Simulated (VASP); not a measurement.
Here is a VASP 6.6.1 calculation.

The input INCAR:

```
PREC = Accurate
ENCUT = 500
EDIFF = 1E-6
ISMEAR = -1
SIGMA = 0.08
LREAL = False
LASPH = True
NELM = 120
ALGO = Normal
ISIF = 2
LWAVE = False
LCHARG = True
LELF = True
LVHAR = True
NBANDS = 16
GGA_COMPAT = False
```

KPOINTS

```
regular mesh
0
Gamma
  16 16 16
```

POSCAR

```
ZnS
1.0
    0.0000000000      2.2256894064      2.2256894064
    2.2256894064      0.0000000000      2.2256894064
    2.2256894064      2.2256894064      0.0000000000
Zn S
1 1
Direct
    0.0000000000      0.0000000000      0.0000000000
    0.5000000000      0.5000000000      0.5000000000
```

Potentials or basis: VASP PAW LDA potentials, release 64 (Zn, S).

Command:

```bash
$ cat potpaw_LDA.64/Zn/POTCAR potpaw_LDA.64/S/POTCAR > POTCAR
$ mpirun -np 1 vasp_std > vasp.out
```

Question: Predict the band gap on the k mesh.

Answer: Zero (band 9 reaches 9.19 eV, above the bottom of band 10 at 8.50 eV).

Question: Predict the pressure.

Answer: 74.9 GPa.
